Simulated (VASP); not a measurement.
# NbH2 (Fm-3m) in VASP: notebook

The runs below take NbH2 through single point, with PBEsol, r2SCAN.

Program: VASP 6.6.1. These are calculated values, not measurements. Logs are shortened: lines on timing, memory, paths and dates and some standing lists are left out, and cuts for length are marked.

## Step 1: The cell of the first run

Symmetry: Fm-3m, No. 225, cubic system. Conventional cell: a = 4.560 Å, b = 4.560 Å, c = 4.560 Å, α = 90.00°, β = 90.00°, γ = 90.00°. Nb (site symmetry m-3m) has 8 H at 1.97 Å within 2.6 Å. Within 2.6 Å of H (site symmetry -43m) lie 4 Nb at 1.97 Å and 6 H at 2.28 Å.

## Step 2: Single point, PBEsol

Input file INCAR:

```
SYSTEM = NbH2
PREC = Accurate
ENCUT = 520
EDIFF = 1E-6
ISMEAR = 0
SIGMA = 0.1
LREAL = .FALSE.
LASPH = .TRUE.
NELM = 100
ALGO = Normal
ISIF = 2
LWAVE = .FALSE.
LCHARG = .FALSE.
GGA = PS
NBANDS = 14
```

Input file KPOINTS:

```
regular mesh
0
G
  16 16 16
  0 0 0
```

Input file POSCAR:

```
NbH2
1.0
    0.0000000000      2.2799277583      2.2799277583
    2.2799277583      0.0000000000      2.2799277583
    2.2799277583      2.2799277583      0.0000000000
Nb H
1 2
Direct
    0.0000000000      0.0000000000      0.0000000000
    0.2500000000      0.2500000000      0.2500000000
    0.7500000000      0.7500000000      0.7500000000
```

Potentials or basis: VASP PAW PBE potentials, release 64 (Nb_sv, H).

Run with:

```sh
cat potpaw_PBE.64/Nb_sv/POTCAR potpaw_PBE.64/H/POTCAR > POTCAR
mpirun -np 1 vasp_std > vasp.out
```

OUTCAR:

```text
SYSTEM = NbH2
   PREC = Accurate
   ENCUT = 520
   EDIFF = 1E-6
   ISMEAR = 0
   LREAL = .FALSE.
   LASPH = .TRUE.
   NELM = 100
   ISIF = 2
   GGA = PS

 ion  position               nearest neighbor table
   1  0.000  0.000  0.000-
   2  0.250  0.250  0.250-
   3  0.750  0.750  0.750-

  LATTYP: Found a face centered cubic cell.
 ALAT       =     4.5598555166

  Lattice vectors:

 A1 = (   0.0000000000,   2.2799277583,   2.2799277583)
 A2 = (   2.2799277583,   0.0000000000,   2.2799277583)
 A3 = (   2.2799277583,   2.2799277583,   0.0000000000)

Analysis of symmetry for initial positions (statically):
=====================================================================
 Subroutine PRICEL returns:
 Original cell was already a primitive cell.

 Routine SETGRP: Setting up the symmetry group for a
 face centered cubic supercell.

 Subroutine GETGRP returns: Found 48 space group operations
 (whereof 48 operations were pure point group operations)
 out of a pool of 48 trial point group operations.

The static configuration has the point symmetry O_h .

Analysis of symmetry for dynamics (positions and initial velocities):
=====================================================================
 Subroutine PRICEL returns:
 Original cell was already a primitive cell.

 Routine SETGRP: Setting up the symmetry group for a
 face centered cubic supercell.

 Subroutine GETGRP returns: Found 48 space group operations
 (whereof 48 operations were pure point group operations)
 out of a pool of 48 trial point group operations.

The dynamic configuration has the point symmetry O_h .

 Subroutine INISYM returns: Found 48 space group operations
 (whereof 48 operations are pure point group operations),
 and found     1 'primitive' translations

----------------------------------------------------------------------------------------

                                     Primitive cell

  volume of cell :      23.7025

  direct lattice vectors                    reciprocal lattice vectors
     0.000000000  2.279927758  2.279927758    -0.219305194  0.219305194  0.219305194
     2.279927758  0.000000000  2.279927758     0.219305194 -0.219305194  0.219305194
     2.279927758  2.279927758  0.000000000     0.219305194  0.219305194 -0.219305194

  length of vectors
     3.224304757  3.224304757  3.224304757     0.379847739  0.379847739  0.379847739

  position of ions in fractional coordinates (direct lattice)
     0.000000000  0.000000000  0.000000000
     0.250000000  0.250000000  0.250000000
     0.750000000  0.750000000  0.750000000

  ion indices of the primitive-cell ions
   primitive index   ion index
                 1           1
                 2           2
                 3           3

----------------------------------------------------------------------------------------

 KPOINTS: regular mesh

Automatic generation of k-mesh.
 Grid dimensions read from file:
 generate k-points for:   16   16   16

 Generating k-lattice:

  Cartesian coordinates                     Fractional coordinates (reciprocal lattice)
    -0.013706575  0.013706575  0.013706575     0.062500000  0.000000000  0.000000000
     0.013706575 -0.013706575  0.013706575     0.000000000  0.062500000  0.000000000
     0.013706575  0.013706575 -0.013706575     0.000000000  0.000000000  0.062500000

  Length of vectors
     0.023740484  0.023740484  0.023740484

  Shift w.r.t. Gamma in fractional coordinates (k-lattice)
     0.000000000  0.000000000  0.000000000

 Subroutine IBZKPT returns following result:
 ===========================================

 Found    145 irreducible k-points:

 Following reciprocal coordinates:
            Coordinates               Weight
  0.000000  0.000000  0.000000      1.000000
  0.062500  0.000000  0.000000      8.000000
  0.125000  0.000000  0.000000      8.000000
  0.187500  0.000000  0.000000      8.000000
  0.250000  0.000000  0.000000      8.000000
  0.312500  0.000000  0.000000      8.000000
[... 16 lines left out ...]
 -0.125000  0.062500  0.000000     24.000000
 -0.062500  0.062500  0.000000     12.000000
 [... further k-points ...]
   k-points           NKPTS =    145   k-points in BZ     NKDIM =    145   number of bands    NBANDS=     14
   number of dos      NEDOS =    301   number of ions     NIONS =      3
   total plane-waves  NPLWV =  13824
   dimension x,y,z NGX =    24 NGY =   24 NGZ =   24
   dimension x,y,z NGXF=    48 NGYF=   48 NGZF=   48
   ions per type =               1   2
   NGX,Y,Z   is equivalent  to a cutoff of  12.37, 12.37, 12.37 a.u.
   NGXF,Y,Z  is equivalent  to a cutoff of  24.75, 24.75, 24.75 a.u.
 SYSTEM =  NbH2
   PREC   = accura    normal or accurate (medium, high low for compatibility)
   ISTART =      0    job   : 0-new  1-cont  2-samecut
   ICHARG =      2    charge: 1-file 2-atom 10-const
   ISPIN  =      1    spin polarized calculation?
   LNONCOLLINEAR =      F non collinear calculations
   LSORBIT =      F    spin-orbit coupling
   LASPH  =      T    aspherical Exc in radial PAW
   ENCUT  =  520.0 eV  38.22 Ry    6.18 a.u.   6.00  6.00  6.00*2*pi/ulx,y,z
   NELM   =    100;   NELMIN=  2; NELMDL= -5     # of ELM steps
   EDIFF  = 0.1E-05   stopping-criterion for ELM
   LREAL  =      F    real-space projection
   EDIFFG = 0.1E-04   stopping-criterion for IOM
   NSW    =      0    number of steps for IOM
   IBRION =     -1    ionic relax: 0-MD 1-quasi-New 2-CG
   NFREE  =      0    steps in history (QN), initial steepest desc. (CG)
   ISIF   =      2    stress and relaxation
   ISYM   =      2    0-nonsym 1-usesym 2-fastsym
   POTIM  = 0.5000    time-step for ionic-motion
   TEBEG  =    0.0;   TEEND  =   0.0 temperature during run
   PSTRESS=    0.0 pullay stress
   NELECT =      15.0000    total number of electrons
   NUPDOWN=      -1.0000    fix difference up-down
   EMIN   =  10.00;   EMAX   =-10.00  energy-range for DOS
   EFERMI =   0.00;   METHOD = LEGACY
   ISMEAR =     0;   SIGMA  =   0.10  broadening in eV -4-tet -1-fermi 0-gaus
   EFERMI_NEDOS =   21; number of points for ismear=-14 and -15
   IALGO  =     38    algorithm
   IMIX   =      4    mixing-type and parameters
     AMIX     =   0.40;   BMIX     =  1.00
     AMIX_MAG =   1.60;   BMIX_MAG =  1.00
  volume/ion in A,a.u.               =       7.90        53.32
  Fermi-wavevector in a.u.,A,eV,Ry     =   1.405532  2.656071 26.878596  1.975521
  Thomas-Fermi vector in A             =   2.527984
   LORBIT       =      0    0 simple, 1 ext, 2 COOP (PROOUT), +10 PAW based schemes
   GGA     = PS    functional components
   LHFCALC =     F    Hartree Fock is set to
   AEXX    =    0.0000 exact exchange contribution
   IVDW    =     0    specifies the selected vdW correction
   LEPSILON=     F    determine dielectric tensor
   LRPA    =     F    only Hartree local field effects (RPA)
 non-spin polarized calculation
 Gauss-broadening in eV      SIGMA  =   0.10
  energy-cutoff  :      520.00
  volume of cell :       23.70
 maximum number of plane-waves:       652
   NGX = 11   NGY = 11   NGZ = 11

 number of electron      15.0000000 magnetization

 Free energy of the ion-electron system (eV)
  ---------------------------------------------------
  ext. energy  EPLUGINS =         0.00000000
  ---------------------------------------------------
  free energy    TOTEN  =       -18.49300114 eV

  energy without entropy =      -18.48853529  energy(sigma->0) =      -18.49076822

 E-fermi :   9.8823     XC(G=0): -12.1734

 val. band max:        9.8698480054   @ k =  -0.2500   0.2500   0.0625
 cond. band min:       9.8903723181   @ k =   0.5000   0.2500   0.0625
 fundamental gap:      0.0205243127
 Fermi energy:         9.8822881076

 k-point     1 :       0.0000    0.0000    0.0000
  band No.  band energies     occupation
      1     -45.4428      2.00000
      2     -21.2369      2.00000
      3     -21.2369      2.00000
      4     -21.2369      2.00000
      5      -0.8232      2.00000
      6       8.5020      2.00000
      7       8.5020      2.00000
      8       8.5020      2.00000
      9       8.8008      2.00000
     10      11.1381      0.00000
     11      11.1381      0.00000
     12      22.1777      0.00000
     13      23.1928      0.00000
     14      23.1928      0.00000

 k-point     2 :       0.0625    0.0000    0.0000
  band No.  band energies     occupation
      1     -45.4396      2.00000
      2     -21.2647      2.00000
      3     -21.2403      2.00000
      4     -21.2402      2.00000
      5      -0.7157      2.00000
      6       7.4095      2.00000
      7       8.5573      2.00000
      8       8.5573      2.00000
      9      10.0251      0.04337
     10      11.0907      0.00000
     11      11.0907      0.00000
     12      21.1295      0.00000
     13      23.4062      0.00000
     14      23.4062      0.00000

 k-point     3 :       0.1250    0.0000    0.0000
  band No.  band energies     occupation
      1     -45.4303      2.00000
      2     -21.3434      2.00000
      3     -21.2498      2.00000
      4     -21.2498      2.00000
      5      -0.4059      2.00000
      6       6.3482      2.00000
      7       8.7019      2.00000
      8       8.7019      2.00000
      9      10.9877      0.00000
     10      10.9877      0.00000
     11      11.4653      0.00000
     12      19.8942      0.00000
     13      24.0183      0.00000
     14      24.0183      0.00000
[... 324 lines left out ...]
 k-point    23 :      -0.1250    0.0625    0.0000
  band No.  band energies     occupation
      1     -45.4235      2.00000
      2     -21.3904      2.00000
      3     -21.2741      2.00000
      4     -21.2496      2.00000
      5      -0.1738      2.00000
      6       5.8502      2.00000
      7       8.8069      2.00000
      8       8.8138      2.00000
      9      10.7049      0.00000
     10      11.1461      0.00000
     11      12.2313      0.00000
     12      19.4756      0.00000
     13      23.7464      0.00000
     14      24.7641      0.00000

 k-point    24 :      -0.0625    0.0625    0.0000
  band No.  band energies     occupation
      1     -45.4343      2.00000
      2     -21.3042      2.00000
      3     -21.2551      2.00000
      4     -21.2416      2.00000
      5      -0.5396      2.00000
      6       6.7052      2.00000
      7       8.6395      2.00000
      8       8.6620      2.00000
      9      10.9077      0.00000
     10      10.9331      0.00000
     11      11.1339      0.00000
     12      20.3980      0.00000
     13      23.3937      0.00000
     14      23.9141      0.00000

 [... further k-points ...]
[... 5 lines left out ...]
  --------------------------------------------------------------------------------------
  -------------------------------------------------------------------------------------
  Total       -0.8047531     -0.8047531     -0.8047531     -0.0000000     -0.0000000      0.0000000
  in kB      -54.3976286    -54.3976286    -54.3976286     -0.0000000     -0.0000000      0.0000000
  external PRESSURE =     -54.3976286 kB  Pullay stress =       0.0000000 kB

 VOLUME and BASIS-vectors are now :
 -----------------------------------------------------------------------------
  energy-cutoff  :      520.00
  volume of cell :       23.70
      direct lattice vectors                 reciprocal lattice vectors
     0.000000000  2.279927758  2.279927758    -0.219305194  0.219305194  0.219305194
     2.279927758  0.000000000  2.279927758     0.219305194 -0.219305194  0.219305194
     2.279927758  2.279927758  0.000000000     0.219305194  0.219305194 -0.219305194

 POSITION                                       TOTAL-FORCE (eV/Angst)
 -----------------------------------------------------------------------------------
      0.00000      0.00000      0.00000         0.000000      0.000000     -0.000000
      1.13996      1.13996      1.13996        -0.000000      0.000000     -0.000000
      3.41989      3.41989      3.41989        -0.000000     -0.000000      0.000000
 -----------------------------------------------------------------------------------
    total drift:                               -0.000000      0.000000      0.000000

  FREE ENERGIE OF THE ION-ELECTRON SYSTEM (eV)
  ---------------------------------------------------
  free  energy   TOTEN  =       -18.4930011433 eV

  energy  without entropy=      -18.4885352923  energy(sigma->0) =      -18.49076822
```

Run time: 37 s. Hardware: 1 thread of AMD EPYC 7R43 (Zen 3), shared host; peak memory 0.13 GiB.

What came out:

| Item | Value |
| --- | --- |
| Free energy | -18.4930 eV |
| Pressure | -5.4 GPa |
| Band gap on the k mesh | zero (an odd number of electrons rules out a gap without spin polarisation) |

Levels at points of the mesh, in eV from the Fermi level:
```tsv
k point	band 6	band 7	band 8	band 9	band 10	band 11
(0.00, 0.00, 0.00)	-1.38	-1.38	-1.38	-1.08	1.26	1.26
(0.50, 0.00, 0.00)	-4.93	-1.23	-1.23	2.63	2.63	5.09
(0.50, 0.50, 0.00)	-5.00	-4.38	2.81	2.87	2.87	7.07
```

Caveat: the cell stands under tension; the PAW data sets were made with another functional, which shifts forces and pressure a little; an odd number of electrons without spin polarisation forces a metal; a magnetic or distorted state may lie lower.

## Step 3: Single point, r2SCAN

POSCAR is that of step 2.

Input file INCAR.step1:

```
SYSTEM = NbH2
ALGO = Normal
EDIFF = 1E-4
ENCUT = 520
GGA = PE
ISMEAR = 0
LASPH = .TRUE.
LCHARG = .FALSE.
LREAL = .FALSE.
LWAVE = .TRUE.
NBANDS = 14
NELM = 60
PREC = Accurate
SIGMA = 0.1
```

Input file INCAR.step2:

```
SYSTEM = NbH2
ALGO = Normal
EDIFF = 1E-6
ENCUT = 520
ISIF = 2
ISMEAR = 0
ISTART = 1
LASPH = .TRUE.
LCHARG = .TRUE.
LELF = .TRUE.
LMIXTAU = .TRUE.
LREAL = .FALSE.
LVHAR = .TRUE.
LWAVE = .FALSE.
METAGGA = R2SCAN
NBANDS = 14
NELM = 60
PREC = Accurate
SIGMA = 0.1
```

Input file KPOINTS:

```
k-points
0
G
  16 16 16
  0 0 0
```

Potentials or basis: VASP PAW PBE potentials, release 64 (Nb_sv, H).

Run with:

```sh
cat potpaw_PBE.64/Nb_sv/POTCAR potpaw_PBE.64/H/POTCAR > POTCAR
cp INCAR.step1 INCAR
mpirun -np 1 vasp_std > vasp.out
cp INCAR.step2 INCAR
mpirun -np 1 vasp_std > vasp.out
```

Run time: 2.4 min. Hardware: 1 thread of AMD EPYC 7R43 (Zen 3), shared host; peak memory 0.14 GiB.

Results (log left out):

| Item | Value |
| --- | --- |
| Free energy | -32.5688 eV |
| Pressure | -1.9 GPa |
| Band gap on the k mesh | zero (an odd number of electrons rules out a gap without spin polarisation) |

Levels at points of the mesh, in eV from the Fermi level:
| k point | band 4 | band 5 | band 6 | band 7 | band 8 | band 9 | band 10 | band 11 | band 12 | band 13 |
| --- | --- | --- | --- | --- | --- | --- | --- | --- | --- | --- |
| (0.00, 0.00, 0.00) | -32.41 | -11.38 | -1.56 | -1.43 | -1.43 | -1.43 | 1.30 | 1.30 | 12.81 | 14.06 |
| (0.50, 0.00, 0.00) | -32.50 | -8.98 | -5.48 | -1.27 | -1.27 | 2.71 | 2.71 | 5.25 | 6.41 | 12.93 |
| (0.50, 0.50, 0.00) | -32.65 | -8.08 | -5.57 | -4.55 | 2.87 | 2.96 | 2.96 | 7.45 | 7.45 | 8.85 |

Caveat: the PAW data sets were made with another functional, which shifts forces and pressure a little; an odd number of electrons without spin polarisation forces a metal; a magnetic or distorted state may lie lower.

The gap in the log of VASP goes by the Fermi energy; the results here count the filled bands.